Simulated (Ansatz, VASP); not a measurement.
# Two plane-wave programs on Nb2Si2O

The input INCAR:

```
PREC = Accurate
ENCUT = 520
EDIFF = 1E-7
ISMEAR = 0
SIGMA = 0.1
LREAL = F
LASPH = T
NELM = 100
ALGO = Normal
ISIF = 2
LWAVE = F
LCHARG = F
GGA = PE
NBANDS = 28
```

The input KPOINTS:

```
Automatic mesh
0
Gamma
  6 6 4
```

File POSCAR:

```
Nb2Si2O
1.0
    3.8481668500      0.0000000000      0.0000000000
   -1.9240834200      3.3326102500      0.0000000000
    0.0000000000      0.0000000000      6.0482866800
Nb Si O
2 2 1
Direct
    0.3333333300      0.6666666700      0.2585000100
    0.6666666700      0.3333333300      0.7414999900
    0.3333333300      0.6666666700      0.6438000200
    0.6666666700      0.3333333300      0.3561999800
    0.0000000000      0.0000000000      0.0000000000
```

Input for Ansatz:

```yaml
crystal:
  lattice:
    - [3.84816685, 0.0, 0.0]
    - [-1.92408342, 3.33261025, 0.0]
    - [0.0, 0.0, 6.04828668]
  atoms:
    - { symbol: Nb, position: [0.33333333, 0.66666667, 0.25850001] }
    - { symbol: Nb, position: [0.66666667, 0.33333333, 0.74149999] }
    - { symbol: Si, position: [0.33333333, 0.66666667, 0.64380002] }
    - { symbol: Si, position: [0.66666667, 0.33333333, 0.35619998] }
    - { symbol: O, position: [0.0, 0.0, 0.0] }
basis:
  ecutwfc: 420
kpoints:
  mp_grid: { grid: [6, 6, 4] }
hamiltonian:
  xc: pbe
scf:
  occupations: { method: gaussian, width: 0.1 }
  lower_state_search: "off"
output:
  forces: true
  stress: true
  eigenvalues: true
```

Change from the starting cell: species swapped into the TbAl2Ge2 type (P-3m1, No. 164).

Alike in both runs: task single point; functional PBE; k mesh 6 × 6 × 4; occupations gaussian, width 0.1 eV; no spin polarisation.

```csv
,VASP,Ansatz
version,VASP 6.6.1,Ansatz 0.2.0
potentials or method,"VASP PAW PBE potentials, release 64 (Nb_sv, Si, O), cutoff 520 eV","scalar-relativistic, plane waves, PAW"
valence electrons in the cell,40,40
```

```csv
,VASP,Ansatz,Ansatz less VASP
gap on the k mesh at the Fermi level (eV),none,none,-
pressure (GPa),25.2,25.4,+0.12
"traceless stress, the component that is largest in VASP (GPa)",-8.01,-7.98,+0.029
rms of the force components (eV/Å),1.547,1.548,+0.0011
```

Atom by atom the forces differ by 0.002 eV/Å (rms over components). A gap of «none» marks a metal or a gap that the smearing closes.
